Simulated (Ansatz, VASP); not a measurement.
# MgO: VASP beside Ansatz

```
Mg O
1.0
     2.94227    0.00000    0.00000
     0.00000    2.94227    0.00000
     0.00000    0.00000    4.32078
Mg O
2 2
Direct
  0.00000 0.00000 0.00000
  0.50000 0.50000 0.50000
  0.50000 0.50000 0.00000
  0.00000 0.00000 0.50000
```

Alike in both runs: task single point; functional r2SCAN; k mesh 8 × 8 × 6; occupations gaussian, width 0.02 eV; no spin polarisation.

```csv
,VASP,Ansatz
version,VASP 6.6.1,Ansatz 0.2.0
potentials or method,"VASP PAW PBE potentials, release 64 (Mg, O), cutoff 660 eV","scalar-relativistic, plane waves, PAW"
valence electrons in the cell,16,32
```

```csv
,VASP,Ansatz,Ansatz less VASP
gap on the k mesh at the Fermi level (eV),5.54,5.56,+0.021
least direct gap on the mesh (eV),5.54,5.56,+0.021
pressure (GPa),-2.0,-0.6,+1.41
"traceless stress, the component that is largest in VASP (GPa)",-4.85,-4.92,-0.064
```

VASP's potentials were made for PBE, not for r2SCAN. The functional is the same, so the differences come from potentials, cutoffs and numerics. VASP's potentials hold 16 valence electrons a cell and Ansatz's 32, so a difference there can come from the potentials and not from the codes.
